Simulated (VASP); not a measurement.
# Si3N4 (P-43m) in VASP: a series of runs, part 2 of 2

VASP 6.6.1. The steps go on from the part before.

## Step 4: Relaxation of cell and atoms, LDA

This run uses another cell than the first one, of 10.07 Å³/atom, 0.979 times its volume.

File INCAR:

```
SYSTEM = Si3N4
PREC = Accurate ; ENCUT = 600
EDIFF = 1E-7 ; ISMEAR = -1
SIGMA = 0.05 ; LREAL = .False.
LASPH = .True. ; NELM = 100
ALGO = Normal ; ISIF = 3
LWAVE = .False. ; LCHARG = .False.
IBRION = 2 ; NSW = 60
EDIFFG = -0.01
```

File KPOINTS:

```
Automatic mesh
0
Gamma
  7 7 7
  0 0 0
```

File POSCAR:

```
Si3N4
1.0
    4.1307800000      0.0000000000      0.0000000000
    0.0000000000      4.1307800000      0.0000000000
    0.0000000000      0.0000000000      4.1307800000
Si N
3 4
Direct
    0.0000000000      0.0000000000      0.5000000000
    0.5000000000      0.0000000000      0.0000000000
    0.0000000000      0.5000000000      0.0000000000
    0.2395200000      0.2395200000      0.7604800000
    0.7604800000      0.7604800000      0.7604800000
    0.2395200000      0.7604800000      0.2395200000
    0.7604800000      0.2395200000      0.2395200000
```

Potentials or basis: VASP PAW LDA potentials, release 64 (Si, N).

Run with:

```console
$ cat potpaw_LDA.64/Si/POTCAR potpaw_LDA.64/N/POTCAR > POTCAR
$ mpirun -np 1 vasp_std > vasp.out
```

OUTCAR:

```text
SYSTEM = Si3N4
   PREC = Accurate
   ENCUT = 600
   EDIFF = 1E-7
   ISMEAR = -1
   LREAL = .False.
   LASPH = .True.
   NELM = 100
   ISIF = 3
   IBRION = 2
   NSW = 60
   EDIFFG = -0.01

 ion  position               nearest neighbor table
   1  0.000  0.000  0.500-   4 1.77   5 1.77   6 1.77   7 1.77   2 2.92   3 2.92   2 2.92   3 2.92
                             3 2.92   3 2.92   2 2.92   2 2.92
   2  0.500  0.000  0.000-   4 1.77   5 1.77   6 1.77   7 1.77   1 2.92   3 2.92   1 2.92   3 2.92
                             1 2.92   3 2.92   1 2.92   3 2.92
   3  0.000  0.500  0.000-   4 1.77   5 1.77   6 1.77   7 1.77   1 2.92   2 2.92   1 2.92   1 2.92
                             2 2.92   1 2.92   2 2.92   2 2.92
   4  0.240  0.240  0.760-   1 1.77   2 1.77   3 1.77
   5  0.760  0.760  0.760-   1 1.77   2 1.77   3 1.77
   6  0.240  0.760  0.240-   1 1.77   2 1.77   3 1.77
   7  0.760  0.240  0.240-   1 1.77   2 1.77   3 1.77

  LATTYP: Found a simple cubic cell.
 ALAT       =     4.1307800000

  Lattice vectors:

 A1 = (   4.1307800000,   0.0000000000,   0.0000000000)
 A2 = (   0.0000000000,   4.1307800000,   0.0000000000)
 A3 = (   0.0000000000,   0.0000000000,   4.1307800000)

Analysis of symmetry for initial positions (statically):
=====================================================================
 Subroutine PRICEL returns:
 Original cell was already a primitive cell.

 Routine SETGRP: Setting up the symmetry group for a
 simple cubic supercell.

 Subroutine GETGRP returns: Found 24 space group operations
 (whereof 24 operations were pure point group operations)
 out of a pool of 48 trial point group operations.

The static configuration has the point symmetry T_d .

Analysis of symmetry for dynamics (positions and initial velocities):
=====================================================================
 Subroutine PRICEL returns:
 Original cell was already a primitive cell.

 Routine SETGRP: Setting up the symmetry group for a
[... 118 lines left out ...]
   ISYM   =      2    0-nonsym 1-usesym 2-fastsym
   POTIM  = 0.5000    time-step for ionic-motion
   TEBEG  =    0.0;   TEEND  =   0.0 temperature during run
   PSTRESS=    0.0 pullay stress
   NELECT =      32.0000    total number of electrons
   NUPDOWN=      -1.0000    fix difference up-down
   EMIN   =  10.00;   EMAX   =-10.00  energy-range for DOS
   EFERMI =   0.00;   METHOD = LEGACY
   ISMEAR =    -1;   SIGMA  =   0.05  broadening in eV -4-tet -1-fermi 0-gaus
   EFERMI_NEDOS =   21; number of points for ismear=-14 and -15
   IALGO  =     38    algorithm
   IMIX   =      4    mixing-type and parameters
     AMIX     =   0.40;   BMIX     =  1.00
     AMIX_MAG =   1.60;   BMIX_MAG =  1.00
  volume/ion in A,a.u.               =      10.07        67.95
  Fermi-wavevector in a.u.,A,eV,Ry     =   1.258228  2.377707 21.539904  1.583138
  Thomas-Fermi vector in A             =   2.391848
   LORBIT       =      0    0 simple, 1 ext, 2 COOP (PROOUT), +10 PAW based schemes
   GGA     = CA    functional components
   LHFCALC =     F    Hartree Fock is set to
   AEXX    =    0.0000 exact exchange contribution
   IVDW    =     0    specifies the selected vdW correction
   LEPSILON=     F    determine dielectric tensor
   LRPA    =     F    only Hartree local field effects (RPA)
 conjugate gradient relaxation of ions
 non-spin polarized calculation
  energy-cutoff  :      600.00
  volume of cell :       70.48
 maximum number of plane-waves:      2373
 NGX is ok and might be reduce to    36
   NGX = 17   NGY = 17   NGZ = 17

--------------------------------------- Ionic step        1  -------------------------------------------

 number of electron      31.9999999 magnetization

 Free energy of the ion-electron system (eV)
  ---------------------------------------------------
  ext. energy  EPLUGINS =         0.00000000
  ---------------------------------------------------
  free energy    TOTEN  =       -61.49774916 eV

  energy without entropy =      -61.49774916  energy(sigma->0) =      -61.49774916

------------------------ aborting loop because EDIFF is reached ----------------------------------------

  FORCE on cell =-STRESS in cart. coord.  units (eV):
  Direction    XX          YY          ZZ          XY          YZ          ZX
  --------------------------------------------------------------------------------------
  -------------------------------------------------------------------------------------
  Total       -3.9209633     -3.9209633     -3.9209633      0.0000000     -0.0000000      0.0000000
  in kB      -89.1265629    -89.1265629    -89.1265629      0.0000000     -0.0000000      0.0000000
  external PRESSURE =     -89.1265629 kB  Pullay stress =       0.0000000 kB
[... 192 lines left out ...]
--------------------------------------- Ionic step        6  -------------------------------------------

 number of electron      32.0000000 magnetization

 Free energy of the ion-electron system (eV)
  ---------------------------------------------------
  ext. energy  EPLUGINS =         0.00000000
  ---------------------------------------------------
  free energy    TOTEN  =       -61.57087798 eV

  energy without entropy =      -61.57087798  energy(sigma->0) =      -61.57087798

 E-fermi :   8.1451     XC(G=0): -11.6553

 val. band max:        7.0692402708   @ k =   0.4286   0.4286   0.4286
 cond. band min:       9.7186671413   @ k =   0.0000   0.0000   0.0000
 fundamental gap:      2.6494268705
 Fermi energy:         8.1450841675

 k-point     1 :       0.0000    0.0000    0.0000
  band No.  band energies     occupation
      1     -11.0490      2.00000
      2      -6.8999      2.00000
      3      -6.8999      2.00000
      4      -6.8999      2.00000
      5      -1.6820      2.00000
      6      -1.6820      2.00000
[... 483 lines left out ...]
  FREE ENERGIE OF THE ION-ELECTRON SYSTEM (eV)
  ---------------------------------------------------
  free  energy   TOTEN  =       -61.5708779786 eV

  energy  without entropy=      -61.5708779786  energy(sigma->0) =      -61.57087798

 reached required accuracy - stopping structural energy minimisation
```

It took 38 s on 1 thread of Intel Xeon 6975P-C (Granite Rapids), shared host; peak memory 0.18 GiB.

Results:

| Item | Value |
| --- | --- |
| Free energy | -61.5709 eV |
| Relaxed volume | 9.70 Å³/atom |
| Relaxed cell | a = 4.079 Å, b = 4.079 Å, c = 4.079 Å, α = 90.00°, β = 90.00°, γ = 90.00° |
| Space group after relaxing (to 0.05 Å) | P-43m (No. 215) |
| Energy gained by relaxing | 10.4 meV/atom |
| Ionic steps | 6 |
| Pressure after relaxing | 0.1 GPa |
| Band gap on the k mesh | 2.65 eV, indirect (least direct gap 2.84 eV) |

Forces on the atoms (eV/Å):
```
Si   0.000  0.000  0.000
Si   0.000  0.000  0.000
Si   0.000  0.000  0.000
N    0.001  0.001 -0.001
N   -0.001 -0.001 -0.001
N    0.001 -0.001  0.001
N   -0.001  0.001  0.001
```

The path:
| step | energy change (eV) | largest force (eV/Å) | pressure (GPa) | volume (Å³) |
| --- | --- | --- | --- | --- |
| 1 | 0.0000 | 0.2956 | -8.91 | 70.48 |
| 2 | 0.0813 | 0.8146 | 14.51 | 64.92 |
| 3 | -0.0711 | 0.1213 | -0.33 | 68.16 |
| 4 | -0.0711 | 0.1301 | -0.14 | 68.11 |
| 5 | -0.0730 | 0.0402 | 0.00 | 67.95 |
| 6 | -0.0731 | 0.0023 | 0.06 | 67.88 |

Final structure:
```cif
data_structure
_symmetry_space_group_name_H-M 'P 1'
_symmetry_Int_Tables_number 1
_cell_length_a 4.0793
_cell_length_b 4.0793
_cell_length_c 4.0793
_cell_angle_alpha 90.000
_cell_angle_beta 90.000
_cell_angle_gamma 90.000
_cell_volume 67.88
loop_
_atom_site_label
_atom_site_type_symbol
_atom_site_fract_x
_atom_site_fract_y
_atom_site_fract_z
_atom_site_occupancy
Si1 Si 0.00000 0.00000 0.50000 1
Si2 Si 0.50000 0.00000 0.00000 1
Si3 Si 0.00000 0.50000 0.00000 1
N1 N 0.23978 0.23978 0.76022 1
N2 N 0.76022 0.76022 0.76022 1
N3 N 0.23978 0.76022 0.23978 1
N4 N 0.76022 0.23978 0.23978 1
```

Levels at points of the mesh, in eV from the valence-band top:
```tsv
k point	band 14	band 15	band 16	band 17	band 18	band 19
(0.00, 0.00, 0.00)	-0.19	-0.19	-0.19	2.65	2.65	2.65
```

A k mesh can miss the band edges. LDA gaps usually lie below the measured ones, often by a third to a half.

## Step 5: Relaxation of cell and atoms, PBE

This run uses another cell than the first one, of 10.07 Å³/atom, 0.979 times its volume.

File INCAR:

```
SYSTEM = Si3N4
PREC = Accurate ; ENCUT = 600
EDIFF = 1E-6 ; ISMEAR = -1
SIGMA = 0.05 ; LREAL = .False.
LASPH = .True. ; NELM = 80
ALGO = Normal ; ISIF = 3
LWAVE = .False. ; LCHARG = .False.
GGA = PE ; IBRION = 2
NSW = 60 ; EDIFFG = -0.01
```

File KPOINTS:

```
regular mesh
0
Gamma
  7 7 7
  0 0 0
```

POSCAR is that of step 4.

Potentials or basis: VASP PAW PBE potentials, release 64 (Si, N).

Run with:

```console
$ cat potpaw_PBE.64/Si/POTCAR potpaw_PBE.64/N/POTCAR > POTCAR
$ mpirun -np 1 vasp_std > vasp.out
```

Run time: 23 s. Hardware: 1 thread of Intel Xeon 6975P-C (Granite Rapids), shared host; peak memory 0.21 GiB.

Results (log left out):

- Free energy: -55.5584 eV
- Relaxed volume: 10.06 Å³/atom
- Relaxed cell: a = 4.129 Å, b = 4.129 Å, c = 4.129 Å, α = 90.00°, β = 90.00°, γ = 90.00°
- Space group after relaxing (to 0.05 Å): P-43m (No. 215)
- Energy gained by relaxing: 0.0 meV/atom
- Ionic steps: 3
- Pressure after relaxing: 0.0 GPa
- Band gap on the k mesh: 2.74 eV, indirect (least direct gap 2.92 eV)

The path:
```
step  energy change (eV)  largest force (eV/Å)  pressure (GPa)  volume (Å³)
   1              0.0000                0.0149           -0.34        70.48
   2              0.0001                0.0263            0.48        70.27
   3             -0.0001                0.0020            0.00        70.39
```

Final structure:
```xyz
7
Lattice="4.1290 0.0000 0.0000 0.0000 4.1290 0.0000 0.0000 0.0000 4.1290" Properties=species:S:1:pos:R:3 pbc="T T T"
Si    0.0000    0.0000    2.0645
Si    2.0645    0.0000    0.0000
Si    0.0000    2.0645    0.0000
N     0.9888    0.9888    3.1402
N     3.1402    3.1402    3.1402
N     0.9888    3.1402    0.9888
N     3.1402    0.9888    0.9888
```

Levels at points of the mesh, in eV from the valence-band top:
```csv
k point,band 14,band 15,band 16,band 17,band 18,band 19
"(0.00, 0.00, 0.00)",-0.18,-0.18,-0.18,2.74,2.74,2.74
```

A k mesh can miss the band edges. A hybrid or GW would open this gap; PBE tends to underestimate it.

## Step 6: Summary

```tsv
task	level	potentials or basis	cell	cutoff (eV)	gap on the mesh (eV)	pressure (GPa)	relaxed volume (Å³/atom)	largest force (eV/Å)
single point	BLYP	VASP PAW PBE potentials, release 64 (Si, N)	a = 4.160 Å, 7 atoms	520	3.01	0.6	-	0.02
single point	r2SCAN	VASP PAW PBE potentials, release 64 (Si, N)	a = 4.101 Å, 7 atoms	520	3.34	-0.1	-	0.01
relaxation of cell and atoms	LDA	VASP PAW LDA potentials, release 64 (Si, N)	relaxed from a = 4.131 Å, 7 atoms	600	2.65	0.1	9.70	-
relaxation of cell and atoms	PBE	VASP PAW PBE potentials, release 64 (Si, N)	relaxed from a = 4.131 Å, 7 atoms	600	2.74	0.0	10.06	-
```

Alike in all rows: no spin polarisation; k mesh 7 × 7 × 7; smearing fermi-dirac 0.05 eV.

Caveats: the PAW data sets were made with another functional, which shifts forces and pressure a little (some runs).

Total energies depend on the potentials used, so only differences within one code and one set of settings carry meaning.
